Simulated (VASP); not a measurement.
Write the native input for VASP 6.6.1 that does the following.

```
Task                   : single point
Functional             : PBEsol
Dispersion             : D3(BJ)
Potentials or basis    : VASP PAW PBE potentials, release 64 (As, B)
Cutoff                 : 500 eV
k mesh                 : 10 × 10 × 10
Occupations            : gaussian, width 0.1 eV
Spin                   : no spin polarisation
Dipole correction      : no
Further INCAR settings : ALGO = Normal; EDIFF = 1e-06; NBANDS = 11
```

The structure of BAs lies in POSCAR:

```
BAs
1.0
    0.0000000000      2.3885000000      2.3885000000
    2.3885000000      0.0000000000      2.3885000000
    2.3885000000      2.3885000000      0.0000000000
As B
1 1
Direct
    0.2500000000      0.2500000000      0.2500000000
    0.0000000000      0.0000000000      0.0000000000
```

One way to write it, as run:

INCAR

```
SYSTEM = BAs
ALGO = Normal
EDIFF = 1E-6
ENCUT = 500
GGA = PS
GGA_COMPAT = .False.
ISIF = 2
ISMEAR = 0
IVDW = 12
LASPH = .True.
LCHARG = .True.
LELF = .True.
LREAL = .False.
LVHAR = .True.
LWAVE = .False.
NBANDS = 11
NELM = 120
PREC = Accurate
SIGMA = 0.1
```

KPOINTS

```
k-points
0
Gamma
  10 10 10
  0 0 0
```

Potentials or basis: VASP PAW PBE potentials, release 64 (As, B).

Run with:

```console
$ cat potpaw_PBE.64/As/POTCAR potpaw_PBE.64/B/POTCAR > POTCAR
$ mpirun -np 1 vasp_std > vasp.out
```

Results of the run:

```yaml
Pressure: -3.2 GPa
Band_gap_on_the_k_mesh: 1.08 eV (least direct gap 3.24 eV)
Dispersion_energy_per_atom: -0.274 eV
```

Caveat: the cell stands under tension; the PAW data sets were made with another functional, which shifts forces and pressure a little.

It took 16 s on 1 thread of AMD EPYC 7R43 64-Core Processor (Zen 3) (shared host), peak memory 0.14 GiB.
